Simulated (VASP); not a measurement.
Wanted: the native input for a VASP 6.6.1 run.

| Quantity | Value |
| --- | --- |
| Task | single point |
| Functional | PBE |
| Dispersion | D3(BJ) |
| Potentials or basis | VASP PAW PBE potentials, release 64 (H, Se) |
| Cutoff | 520 eV |
| k mesh | 18 × 18 × 8 |
| Occupations | gaussian, width 0.1 eV |
| Spin | no spin polarisation |
| Dipole correction | no |
| Further INCAR settings | ALGO = Normal; EDIFF = 1e-07; NBANDS = 11 |

The structure of H2Se lies in POSCAR:

```
H2Se
1.0
    1.8589950631     -1.8633476360      0.0000000000
    1.8589950631      1.8633476360      0.0000000000
    0.0000000000      0.0000000000      6.1247524994
H Se
2 1
Direct
    0.1009073196      0.1009073196      0.5000000000
    0.8990926804      0.8990926804      0.5000000000
    0.5000000000      0.5000000000      0.0000000000
```

One way to write it, as run:

INCAR

```
SYSTEM = H2Se
  ALGO = Normal
  EDIFF = 1E-7
  ENCUT = 520
  GGA = PE
  ISIF = 2
  ISMEAR = 0
  IVDW = 12
  LASPH = .TRUE.
  LCHARG = .FALSE.
  LREAL = .FALSE.
  LWAVE = .FALSE.
  NBANDS = 11
  NELM = 100
  PREC = Accurate
  SIGMA = 0.1
```

KPOINTS

```
k-points
0
G
  18 18 8
  0 0 0
```

Potentials or basis: VASP PAW PBE potentials, release 64 (H, Se).

Launch:

```bash
$ cat potpaw_PBE.64/H/POTCAR potpaw_PBE.64/Se/POTCAR > POTCAR
$ mpirun -np 1 vasp_std > vasp.out
```

Results of the run:

```yaml
Pressure: -0.1 GPa
Largest_force: 0.010 eV/Å
Band_gap_on_the_k_mesh: zero (band 4 reaches 4.30 eV, above the bottom of band 5 at -0.94 eV)
Dispersion_energy_per_atom: -0.117 eV
```

It took 110 s on 1 thread of Intel(R) Xeon(R) Platinum 8259CL CPU @ 2.50GHz (Skylake/Cascade Lake), on a shared host, peak memory 0.33 GiB.
